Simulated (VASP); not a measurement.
# TaN (WC type): relaxation of shape and atoms at fixed volume with PBE

The system is TaN (WC type).

```xyz
2
Lattice="2.8271 0.0000 0.0000 -1.4135 2.4483 0.0000 0.0000 0.0000 2.7768" Properties=species:S:1:pos:R:3 pbc="T T T"
Ta    0.0000    0.0000    0.0000
N     0.0000    1.6322    1.3884
```

```json
{
  "Program": "VASP 6.6.1",
  "Task": "relaxation of shape and atoms at fixed volume",
  "Functional": "PBE",
  "Potentials or basis": "VASP PAW PBE potentials, release 64 (Ta_pv, N)",
  "Cutoff": "600 eV",
  "k mesh": "15 × 15 × 13",
  "Occupations": "fermi-dirac, width 0.05 eV",
  "Spin": "no spin polarisation",
  "Dipole correction": "no",
  "Further INCAR settings": "ALGO = Normal; EDIFF = 1e-07; IBRION = 2; EDIFFG = -0.005; NSW = 50; ISIF = 4"
}
```

| Quantity | Value |
| --- | --- |
| Energy gained by relaxing | 1.1 meV/atom |
| Ionic steps | 3 |
| Pressure after relaxing | 58.0 GPa |
| Band gap on the k mesh | zero (bands 8 and 9 overlap by 0.54 eV) |

The path:
| step | energy change (eV) | largest force (eV/Å) | pressure (GPa) | volume (Å³) |
| --- | --- | --- | --- | --- |
| 1 | 0.0000 | 0.0000 | 58.26 | 19.22 |
| 2 | 0.0017 | 0.0000 | 57.58 | 19.22 |
| 3 | -0.0022 | 0.0000 | 57.96 | 19.22 |

Final structure:
```
CELL_PARAMETERS angstrom
2.81918 0.00000 0.00000
-1.40959 2.44148 0.00000
0.00000 0.00000 2.79244
ATOMIC_POSITIONS crystal
Ta 0.00000 0.00000 0.00000
N 0.33333 0.66667 0.50000
```

Levels at points of the mesh, in eV from the Fermi level:
```tsv
k point	band 4	band 5	band 6	band 7	band 8	band 9	band 10	band 11	band 12
(0.00, 0.00, 0.00)	-18.65	-5.01	-5.01	-4.79	-3.10	3.18	4.09	4.09	4.69
```

It took 78 s on 1 thread of Intel Xeon 8259CL, with other jobs on the host, peak memory 0.19 GiB.

Caveat: spin-orbit coupling is left out, which moves the levels of the heavy elements.
